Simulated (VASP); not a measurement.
Here is a VASP 6.6.1 calculation.

File INCAR:

```
SYSTEM = Pb
ALGO     = Normal         ! electronic algorithm
EDIFF    = 1E-7           ! SCF threshold, eV
ENCUT    = 520            ! plane-wave cutoff, eV
GGA      = PS             ! functional
ISIF     = 2              ! what is computed and relaxed
ISMEAR   = -1             ! smearing method
LASPH    = .TRUE.         ! aspherical terms in the spheres
LCHARG   = .TRUE.         ! write CHGCAR
LELF     = .TRUE.         ! ELF
LREAL    = .FALSE.        ! projectors in reciprocal space
LVHAR    = .TRUE.       
LWAVE    = .FALSE.        ! write WAVECAR
NBANDS   = 13             ! bands
NELM     = 60             ! most SCF steps
PREC     = Accurate       ! precision mode
SIGMA    = 0.1            ! smearing width, eV
```

File KPOINTS:

```
k-points
0
G
  8 8 8
  0 0 0
```

Contents of POSCAR:

```
Pb
1.0
   -1.9254340993      1.9254340993      1.9254340993
    1.9254340993     -1.9254340993      1.9254340993
    1.9254340993      1.9254340993     -1.9254340993
Pb
1
Direct
    0.0000000000      0.0000000000      0.0000000000
```

Potentials or basis: VASP PAW PBE potentials, release 64 (Pb_d).

Command:

```bash
$ cat potpaw_PBE.64/Pb_d/POTCAR > POTCAR
$ mpirun -np 1 vasp_std > vasp.out
```

(1) What does it give for the pressure?

(2) Estimate the band gap on the k mesh.

## Answers

(1) 2.8 GPa.

(2) zero (band 7 reaches 15.99 eV, above the bottom of band 8 at 5.71 eV).

Caveat: the PAW data sets were made with another functional, which shifts forces and pressure a little; spin-orbit coupling is left out, which moves the levels of the heavy elements.
